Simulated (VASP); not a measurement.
A run of VASP 6.6.1 is set up as follows.

File POSCAR:

```
CdSe
1.0
    4.3407236658      0.0000000000      0.0000000000
   -2.1703618329      3.7591769654      0.0000000000
    0.0000000000      0.0000000000      7.0766459798
Cd Se
2 2
Direct
    0.3333333333      0.6666666667     -0.0004760038
    0.6666666667      0.3333333333      0.4995239962
    0.3333333333      0.6666666667      0.3754760038
    0.6666666667      0.3333333333      0.8754760038
```

File INCAR.step1:

```
ALGO = Normal
EDIFF = 1E-4
ENCUT = 520
GGA = PE
ISMEAR = 0
LASPH = True
LCHARG = False
LREAL = False
LWAVE = True
NBANDS = 26
NELM = 80
PREC = Accurate
SIGMA = 0.01
```

File INCAR.step2:

```
ALGO = Normal
EDIFF = 1E-6
ENCUT = 520
ISIF = 2
ISMEAR = 0
ISTART = 1
LASPH = True
LCHARG = False
LMIXTAU = True
LREAL = False
LWAVE = False
METAGGA = R2SCAN
NBANDS = 26
NELM = 80
PREC = Accurate
SIGMA = 0.01
```

KPOINTS

```
k-points
0
Gamma
  6 6 4
```

Potentials or basis: VASP PAW PBE potentials, release 64 (Cd, Se).

The run is started by

```sh
$ cat potpaw_PBE.64/Cd/POTCAR potpaw_PBE.64/Se/POTCAR > POTCAR
$ cp INCAR.step1 INCAR
$ mpirun -np 1 vasp_std > vasp.out
$ cp INCAR.step2 INCAR
$ mpirun -np 1 vasp_std > vasp.out
```

(1) Estimate the band gap on the k mesh.

(2) What does it give for the pressure?

Results:

(1) 1.09 eV, direct.

(2) 0.2 GPa.

Caveat: the PAW data sets were made with another functional, which shifts forces and pressure a little.
